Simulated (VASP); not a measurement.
Set up this calculation in VASP 6.6.1, as the native input.

```yaml
Task: relaxation of cell and atoms
Functional: PBE
Potentials_or_basis: VASP PAW PBE potentials, release 64 (Li_sv, Y_sv, Rh_pv)
Cutoff: 600 eV
k_mesh: 12 × 12 × 14
Occupations: gaussian, width 0.1 eV
Spin: no spin polarisation
Dipole_correction: no
Further_INCAR_settings: ALGO = Fast; EDIFF = 1e-06; IBRION = 2; EDIFFG = -0.01; NSW = 100; ISIF = 3
```

The structure of LiYRh lies in POSCAR:

```
LiYRh
1.0
    4.3876261042      0.0000000000      0.0000000000
   -2.1938130521      3.7997956685      0.0000000000
    0.0000000000      0.0000000000      3.3700382118
Li Y Rh
1 1 1
Direct
    0.6666666667      0.3333333333      0.5000000000
    0.0000000000      0.0000000000      0.0000000000
    0.3333333333      0.6666666667      0.5000000000
```

The cell was built from a structure type or drawn by symmetry, and may not be a known phase.

These files were run (other wordings do the same):

INCAR

```
SYSTEM = LiYRh
ALGO = Fast
EDIFF = 1E-6
EDIFFG = -0.01
ENCUT = 600
GGA = PE
IBRION = 2
ISIF = 3
ISMEAR = 0
LASPH = .True.
LCHARG = .False.
LREAL = .False.
LWAVE = .False.
NELM = 60
NSW = 100
PREC = Accurate
SIGMA = 0.1
```

KPOINTS

```
k-points
0
Gamma
  12 12 14
  0 0 0
```

Potentials or basis: VASP PAW PBE potentials, release 64 (Li_sv, Y_sv, Rh_pv).

The run is started by

```console
$ cat potpaw_PBE.64/Li_sv/POTCAR potpaw_PBE.64/Y_sv/POTCAR potpaw_PBE.64/Rh_pv/POTCAR > POTCAR
$ mpirun -np 1 vasp_std > vasp.out
```

Results of the run:

- Relaxed volume: 18.71 Å³/atom
- Relaxed cell: a = 4.359 Å, b = 4.359 Å, c = 3.410 Å, α = 90.00°, β = 90.00°, γ = 120.00°
- Space group after relaxing (to 0.1 Å): P-6m2 (No. 187)
- Energy gained by relaxing: 1.1 meV/atom
- Ionic steps: 7
- Pressure after relaxing: 0.0 GPa
- Band gap on the k mesh: zero (an odd number of electrons rules out a gap without spin polarisation)

Caveat: the cutoff is under 1.25 times the usual one of these potentials, so pressure, stress and relaxed cells hold a basis-set (Pulay) error.

Run time: 14 min on 1 thread of Intel(R) Xeon(R) 6975P-C (Granite Rapids), on a shared host, peak memory 0.43 GiB.
